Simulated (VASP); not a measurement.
# Mo in VASP: further runs

The runs below take Mo through single point, with PBE.

All numbers are computed with VASP 6.6.1; they aren't measurements. Logs are shortened: lines on timing, memory, paths and dates and some standing lists are left out, and cuts for length are marked.

**1. The cell of the first run**

It takes space group I4/mmm (No. 139, tetragonal). Conventional cell: a = 3.081 Å, b = 3.081 Å, c = 3.268 Å, α = 90.00°, β = 90.00°, γ = 90.00°. Mo (site symmetry 4/mmm) has 14 Mo at 2.72 to 3.27 Å within 3.6 Å.

**2. Single point, PBE (z stretched by +4 % at fixed volume)**

Input file INCAR:

```
SYSTEM = Mo
PREC = Accurate
ENCUT = 520
EDIFF = 1E-6
ISMEAR = -1
SIGMA = 0.05
LREAL = .False.
LASPH = .True.
NELM = 60
ALGO = Normal
ISIF = 2
LWAVE = .False.
LCHARG = .False.
GGA = PE
NBANDS = 13
```

Input file KPOINTS:

```
regular mesh
0
Gamma
  16 16 16
  0 0 0
```

Input file POSCAR:

```
Mo
1.0
   -1.5404922415      1.5404922415      1.6338400000
    1.5404922415     -1.5404922415      1.6338400000
    1.5404922415      1.5404922415     -1.6338400000
Mo
1
Direct
    0.0000000000      0.0000000000      0.0000000000
```

Potentials or basis: VASP PAW PBE potentials, release 64 (Mo_sv).

The run is started by

```bash
$ cat potpaw_PBE.64/Mo_sv/POTCAR > POTCAR
$ mpirun -np 1 vasp_std > vasp.out
```

OUTCAR:

```text
SYSTEM = Mo
   PREC = Accurate
   ENCUT = 520
   EDIFF = 1E-6
   ISMEAR = -1
   LREAL = .False.
   LASPH = .True.
   NELM = 60
   ISIF = 2
   GGA = PE

 ion  position               nearest neighbor table
   1  0.000  0.000  0.000-

  LATTYP: Found a body centered tetragonal cell.
 ALAT       =     3.0809844830
 C/A-ratio  =     1.0605960588

  Lattice vectors:

 A1 = (  -1.5404922415,   1.5404922415,   1.6338400000)
 A2 = (   1.5404922415,  -1.5404922415,   1.6338400000)
 A3 = (   1.5404922415,   1.5404922415,  -1.6338400000)

Analysis of symmetry for initial positions (statically):
=====================================================================
 Subroutine PRICEL returns:
 Original cell was already a primitive cell.

 Routine SETGRP: Setting up the symmetry group for a
 body centered tetragonal supercell.

 Subroutine GETGRP returns: Found 16 space group operations
 (whereof 16 operations were pure point group operations)
 out of a pool of 16 trial point group operations.

The static configuration has the point symmetry D_4h.

Analysis of symmetry for dynamics (positions and initial velocities):
=====================================================================
 Subroutine PRICEL returns:
 Original cell was already a primitive cell.

 Routine SETGRP: Setting up the symmetry group for a
 body centered tetragonal supercell.

 Subroutine GETGRP returns: Found 16 space group operations
 (whereof 16 operations were pure point group operations)
 out of a pool of 16 trial point group operations.

The dynamic configuration has the point symmetry D_4h.

 Subroutine INISYM returns: Found 16 space group operations
 (whereof 16 operations are pure point group operations),
 and found     1 'primitive' translations

----------------------------------------------------------------------------------------

                                     Primitive cell

  volume of cell :      15.5092

  direct lattice vectors                    reciprocal lattice vectors
    -1.540492241  1.540492241  1.633840000     0.000000000  0.324571579  0.306027518
     1.540492241 -1.540492241  1.633840000     0.324571579  0.000000000  0.306027518
     1.540492241  1.540492241 -1.633840000     0.324571579  0.324571579  0.000000000

  length of vectors
     2.723172018  2.723172018  2.723172018     0.446093658  0.446093658  0.459013530

  position of ions in fractional coordinates (direct lattice)
     0.000000000  0.000000000  0.000000000

  ion indices of the primitive-cell ions
   primitive index   ion index
                 1           1

----------------------------------------------------------------------------------------

 KPOINTS: regular mesh

Automatic generation of k-mesh.
 Grid dimensions read from file:
 generate k-points for:   16   16   16

 Generating k-lattice:

  Cartesian coordinates                     Fractional coordinates (reciprocal lattice)
     0.000000000  0.020285724  0.019126720     0.062500000  0.000000000 -0.000000000
     0.020285724  0.000000000  0.019126720     0.000000000  0.062500000 -0.000000000
     0.020285724  0.020285724  0.000000000     0.000000000  0.000000000  0.062500000

  Length of vectors
     0.027880854  0.027880854  0.028688346

  Shift w.r.t. Gamma in fractional coordinates (k-lattice)
     0.000000000  0.000000000  0.000000000

 Subroutine IBZKPT returns following result:
 ===========================================

 Found    349 irreducible k-points:

 Following reciprocal coordinates:
            Coordinates               Weight
  0.000000  0.000000  0.000000      1.000000
  0.062500 -0.000000  0.000000      8.000000
  0.125000 -0.000000  0.000000      8.000000
  0.187500 -0.000000  0.000000      8.000000
  0.250000 -0.000000  0.000000      8.000000
  0.312500 -0.000000  0.000000      8.000000
[... 16 lines left out ...]
 -0.125000  0.062500 -0.000000     16.000000
 -0.062500  0.062500  0.000000      4.000000
 [... further k-points ...]
   k-points           NKPTS =    349   k-points in BZ     NKDIM =    349   number of bands    NBANDS=     13
   number of dos      NEDOS =    301   number of ions     NIONS =      1
   total plane-waves  NPLWV =   8000
   dimension x,y,z NGX =    20 NGY =   20 NGZ =   20
   dimension x,y,z NGXF=    40 NGYF=   40 NGZF=   40
   ions per type =               1
   NGX,Y,Z   is equivalent  to a cutoff of  12.21, 12.21, 12.21 a.u.
   NGXF,Y,Z  is equivalent  to a cutoff of  24.42, 24.42, 24.42 a.u.
 SYSTEM =  Mo
   PREC   = accura    normal or accurate (medium, high low for compatibility)
   ISTART =      0    job   : 0-new  1-cont  2-samecut
   ICHARG =      2    charge: 1-file 2-atom 10-const
   ISPIN  =      1    spin polarized calculation?
   LNONCOLLINEAR =      F non collinear calculations
   LSORBIT =      F    spin-orbit coupling
   LASPH  =      T    aspherical Exc in radial PAW
   ENCUT  =  520.0 eV  38.22 Ry    6.18 a.u.   5.06  5.06  5.06*2*pi/ulx,y,z
   NELM   =     60;   NELMIN=  2; NELMDL= -5     # of ELM steps
   EDIFF  = 0.1E-05   stopping-criterion for ELM
   LREAL  =      F    real-space projection
[... 7 lines left out ...]
   TEBEG  =    0.0;   TEEND  =   0.0 temperature during run
   PSTRESS=    0.0 pullay stress
   NELECT =      14.0000    total number of electrons
   NUPDOWN=      -1.0000    fix difference up-down
   EMIN   =  10.00;   EMAX   =-10.00  energy-range for DOS
   EFERMI =   0.00;   METHOD = LEGACY
   ISMEAR =    -1;   SIGMA  =   0.05  broadening in eV -4-tet -1-fermi 0-gaus
   EFERMI_NEDOS =   21; number of points for ismear=-14 and -15
   IALGO  =     38    algorithm
   IMIX   =      4    mixing-type and parameters
     AMIX     =   0.40;   BMIX     =  1.00
     AMIX_MAG =   1.60;   BMIX_MAG =  1.00
  volume/ion in A,a.u.               =      15.51       104.66
  Fermi-wavevector in a.u.,A,eV,Ry     =   1.582176  2.989878 34.059184  2.503279
  Thomas-Fermi vector in A             =   2.682139
   LORBIT       =      0    0 simple, 1 ext, 2 COOP (PROOUT), +10 PAW based schemes
   GGA     = PE    functional components
[... 5 lines left out ...]
 non-spin polarized calculation
  energy-cutoff  :      520.00
  volume of cell :       15.51
 maximum number of plane-waves:       432
   NGX = 11   NGY = 11   NGZ = 11

 number of electron      14.0000002 magnetization

 Free energy of the ion-electron system (eV)
  ---------------------------------------------------
  ext. energy  EPLUGINS =         0.00000000
  ---------------------------------------------------
  free energy    TOTEN  =       -10.90178145 eV

  energy without entropy =      -10.89654299  energy(sigma->0) =      -10.89916222

 E-fermi :  12.7262     XC(G=0): -13.4334

 val. band max:       12.7089064572   @ k =  -0.1250  -0.1250   0.0625
 cond. band min:      12.7323314541   @ k =  -0.2500   0.3750   0.1250
 fundamental gap:      0.0234249969
 Fermi energy:        12.7261703977

 k-point     1 :       0.0000    0.0000    0.0000
  band No.  band energies     occupation
      1     -48.5515      2.00000
      2     -21.8074      2.00000
      3     -21.7967      2.00000
      4     -21.7967      2.00000
      5       5.4601      2.00000
      6      11.1617      2.00000
      7      11.1617      2.00000
      8      11.8122      2.00000
      9      13.9404      0.00000
     10      14.7792      0.00000
     11      26.8714      0.00000
     12      27.9794      0.00000
     13      27.9794      0.00000

 k-point     2 :       0.0625   -0.0000    0.0000
  band No.  band energies     occupation
      1     -48.5415      2.00000
      2     -21.8611      2.00000
      3     -21.8136      2.00000
      4     -21.8018      2.00000
      5       5.6316      2.00000
      6      11.1527      2.00000
      7      11.1860      2.00000
      8      11.8543      2.00000
      9      13.8448      0.00000
     10      14.7259      0.00000
     11      27.1390      0.00000
     12      28.1750      0.00000
     13      28.2656      0.00000

 k-point     3 :       0.1250   -0.0000    0.0000
  band No.  band energies     occupation
      1     -48.5129      2.00000
      2     -22.0264      2.00000
      3     -21.8614      2.00000
      4     -21.8023      2.00000
      5       6.1130      2.00000
      6      11.0742      2.00000
      7      11.1012      2.00000
      8      12.1821      1.99996
      9      13.6350      0.00000
     10      14.6344      0.00000
     11      27.6815      0.00000
     12      28.6844      0.00000
     13      29.0953      0.00000
[... 305 lines left out ...]
 k-point    23 :      -0.1250    0.0625   -0.0000
  band No.  band energies     occupation
      1     -48.5212      2.00000
      2     -21.9731      2.00000
      3     -21.8393      2.00000
      4     -21.8174      2.00000
      5       5.9799      2.00000
      6      10.9377      2.00000
      7      11.3393      2.00000
      8      11.9459      2.00000
      9      13.8682      0.00000
     10      14.5384      0.00000
     11      27.6756      0.00000
     12      28.4533      0.00000
     13      28.8214      0.00000

 k-point    24 :      -0.0625    0.0625    0.0000
  band No.  band energies     occupation
      1     -48.5410      2.00000
      2     -21.8548      2.00000
      3     -21.8271      2.00000
      4     -21.7991      2.00000
      5       5.6421      2.00000
      6      11.0470      2.00000
      7      11.3304      2.00000
      8      11.7726      2.00000
      9      13.9658      0.00000
     10      14.6340      0.00000
     11      27.1884      0.00000
     12      28.1132      0.00000
     13      28.3045      0.00000

 [... further k-points ...]

------------------------ aborting loop because EDIFF is reached ----------------------------------------

  FORCE on cell =-STRESS in cart. coord.  units (eV):
  Direction    XX          YY          ZZ          XY          YZ          ZX
  --------------------------------------------------------------------------------------
  -------------------------------------------------------------------------------------
  Total        1.1270049      1.1270049     -0.5935989      0.0000000      0.0000000      0.0000000
  in kB      116.4254272    116.4254272    -61.3218329      0.0000000      0.0000000      0.0000000
  external PRESSURE =      57.1763405 kB  Pullay stress =       0.0000000 kB

 VOLUME and BASIS-vectors are now :
 -----------------------------------------------------------------------------
  energy-cutoff  :      520.00
  volume of cell :       15.51
      direct lattice vectors                 reciprocal lattice vectors
    -1.540492241  1.540492241  1.633840000     0.000000000  0.324571579  0.306027518
     1.540492241 -1.540492241  1.633840000     0.324571579  0.000000000  0.306027518
     1.540492241  1.540492241 -1.633840000     0.324571579  0.324571579  0.000000000

 POSITION                                       TOTAL-FORCE (eV/Angst)
 -----------------------------------------------------------------------------------
      0.00000      0.00000      0.00000         0.000000     -0.000000     -0.000000
 -----------------------------------------------------------------------------------
    total drift:                                0.000000     -0.000000     -0.000000

  FREE ENERGIE OF THE ION-ELECTRON SYSTEM (eV)
  ---------------------------------------------------
  free  energy   TOTEN  =       -10.9017814512 eV

  energy  without entropy=      -10.8965429941  energy(sigma->0) =      -10.89916222
```

It took 24 s on 1 thread of Intel Xeon 6975P-C (Granite Rapids), shared host; peak memory 0.17 GiB.

Results:

```
Free energy            : -10.9018 eV
Pressure               : 5.7 GPa
Band gap on the k mesh : zero (bands 7 and 8 overlap by 4.91 eV)
```

Caveat: the cell stands under pressure.

**3. Single point, PBE (xy shear strain of -2 %)**

Input file INCAR:

```
SYSTEM = Mo
PREC     = Accurate       ! precision mode
ENCUT    = 520            ! plane-wave cutoff, eV
EDIFF    = 1E-7           ! SCF threshold, eV
ISMEAR   = -1             ! smearing method
SIGMA    = 0.05           ! smearing width, eV
LREAL    = .False.        ! projectors in reciprocal space
LASPH    = .True.         ! aspherical terms in the spheres
NELM     = 60             ! most SCF steps
ALGO     = Normal         ! electronic algorithm
ISIF     = 2              ! what is computed and relaxed
LWAVE    = .False.        ! write WAVECAR
LCHARG   = .False.        ! write CHGCAR
GGA      = PE             ! functional
NBANDS   = 13             ! bands
```

Input file KPOINTS:

```
Automatic mesh
0
Gamma
  16 16 16
  0 0 0
```

Input file POSCAR:

```
Mo
1.0
   -1.5867100000      1.5867100000      1.5710000000
    1.5867100000     -1.5867100000      1.5710000000
    1.5552900000      1.5552900000     -1.5710000000
Mo
1
Direct
    0.0000000000      0.0000000000      0.0000000000
```

Potentials or basis: VASP PAW PBE potentials, release 64 (Mo_sv).

The run is started by

```bash
$ cat potpaw_PBE.64/Mo_sv/POTCAR > POTCAR
$ mpirun -np 1 vasp_std > vasp.out
```

It took 49 s on 1 thread of Intel Xeon 6975P-C (Granite Rapids), shared host; peak memory 0.22 GiB.

It converged, with:

```yaml
Free_energy: -10.9349 eV
Pressure: 5.3 GPa
Band_gap_on_the_k_mesh: zero (bands 7 and 8 overlap by 5.17 eV)
```

Stress tensor (GPa, compression positive):
```
5.25 2.26 0.00
2.26 5.25 0.00
0.00 0.00 5.33
```

Levels at points of the mesh, in eV from the Fermi level:
```csv
k point,band 4,band 5,band 6,band 7,band 8,band 9,band 10,band 11
"(0.00, 0.00, 0.00)",-34.50,-7.27,-1.54,-1.39,-1.22,1.68,1.69,14.66
"(0.50, 0.00, 0.00)",-34.54,-5.37,-3.44,1.65,1.71,2.34,4.80,11.77
"(0.50, 0.50, 0.00)",-34.52,-5.36,-3.50,1.49,1.81,2.48,4.69,11.53
"(0.00, 0.00, 0.50)",-34.56,-5.39,-3.39,1.61,1.82,2.21,4.92,11.83
"(0.50, 0.50, 0.50)",-35.47,-5.51,-5.50,3.84,4.02,4.21,9.00,9.12
```

Caveat: the cell differs from its parent crystal (xy shear strain of -2 %); the cell stands under pressure.
